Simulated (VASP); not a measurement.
Write the native input for VASP 6.6.1 that does the following.

| Quantity | Value |
| --- | --- |
| Task | single point |
| Functional | LDA |
| Potentials or basis | VASP PAW LDA potentials, release 64 (K_sv, Pd, Br) |
| Cutoff | 400 eV |
| k mesh | 4 × 4 × 4 |
| Occupations | fermi-dirac, width 0.1 eV |
| Spin | no spin polarisation |
| Dipole correction | no |
| k mesh for the DOS | 6 × 6 × 6 |
| Occupations for the DOS | tetrahedron |
| Further INCAR settings | ALGO = Normal; EDIFF = 1e-06 |

Crystal: K2PdBr6.

```
CELL_PARAMETERS angstrom
0.00000 5.15656 5.15656
5.15656 0.00000 5.15656
5.15656 5.15656 0.00000
ATOMIC_POSITIONS crystal
K 0.25000 0.25000 0.25000
K 0.75000 0.75000 0.75000
Pd 0.00000 0.00000 0.00000
Br 0.75901 0.24099 0.24099
Br 0.24099 0.24099 0.75901
Br 0.75901 0.75901 0.24099
Br 0.24099 0.75901 0.24099
Br 0.75901 0.24099 0.75901
Br 0.24099 0.75901 0.75901
```

One way to write it, as run:

POSCAR

```
K2PdBr6
1.0
    0.0000000000      5.1565650000      5.1565650000
    5.1565650000      0.0000000000      5.1565650000
    5.1565650000      5.1565650000      0.0000000000
K Pd Br
2 1 6
Direct
    0.2500000000      0.2500000000      0.2500000000
    0.7500000000      0.7500000000      0.7500000000
    0.0000000000      0.0000000000      0.0000000000
    0.7590100000      0.2409900000      0.2409900000
    0.2409900000      0.2409900000      0.7590100000
    0.7590100000      0.7590100000      0.2409900000
    0.2409900000      0.7590100000      0.2409900000
    0.7590100000      0.2409900000      0.7590100000
    0.2409900000      0.7590100000      0.7590100000
```

INCAR.step1

```
SYSTEM = K2PdBr6
PREC     = Accurate       ! precision mode
ENCUT    = 400            ! plane-wave cutoff, eV
EDIFF    = 1E-6           ! SCF threshold, eV
ISMEAR   = -1             ! smearing method
SIGMA    = 0.1            ! smearing width, eV
LREAL    = .False.        ! projectors in reciprocal space
LASPH    = .True.         ! aspherical terms in the spheres
NELM     = 120            ! most SCF steps
ALGO     = Normal         ! electronic algorithm
ISIF     = 2              ! what is computed and relaxed
LWAVE    = .False.        ! write WAVECAR
LCHARG   = .True.         ! write CHGCAR
LMAXMIX  = 4              ! l up to which the mixer works
GGA      = CA             ! functional
NBANDS   = 45             ! bands
GGA_COMPAT= .False.      
NEDOS    = 2001           ! points of the DOS
LORBIT   = 11             ! projections on sites
```

KPOINTS.step1

```
regular mesh
0
Gamma
  4 4 4
  0 0 0
```

INCAR.step2

```
SYSTEM = K2PdBr6
PREC     = Accurate       ! precision mode
ENCUT    = 400            ! plane-wave cutoff, eV
EDIFF    = 1E-6           ! SCF threshold, eV
ISMEAR   = -5             ! smearing method
SIGMA    = 0.1            ! smearing width, eV
LREAL    = .False.        ! projectors in reciprocal space
LASPH    = .True.         ! aspherical terms in the spheres
NELM     = 120            ! most SCF steps
ALGO     = Normal         ! electronic algorithm
ISIF     = 2              ! what is computed and relaxed
LWAVE    = .False.        ! write WAVECAR
LCHARG   = .False.        ! write CHGCAR
LMAXMIX  = 4              ! l up to which the mixer works
GGA      = CA             ! functional
LORBIT   = 11             ! projections on sites
NEDOS    = 1001           ! points of the DOS
ICHARG   = 11             ! starting density
GGA_COMPAT= .False.
```

KPOINTS.step2

```
regular mesh
0
Gamma
  6 6 6
  0 0 0
```

Potentials or basis: VASP PAW LDA potentials, release 64 (K_sv, Pd, Br).

Launch:

```console
$ cat potpaw_LDA.64/K_sv/POTCAR potpaw_LDA.64/Pd/POTCAR potpaw_LDA.64/Br/POTCAR > POTCAR
$ cp INCAR.step1 INCAR
$ cp KPOINTS.step1 KPOINTS
$ mpirun -np 1 vasp_std > vasp.out
$ cp INCAR.step2 INCAR
$ cp KPOINTS.step2 KPOINTS
$ mpirun -np 1 vasp_std > vasp.out
```

It gave:

* Valence electrons inside the program's atomic spheres: K 7.52; Pd 9.37; Br 4.82

Wall time 3.2 min on 1 thread of Intel(R) Xeon(R) Platinum 8375C CPU @ 2.90GHz (Ice Lake), on a shared host, peak memory 0.29 GiB.
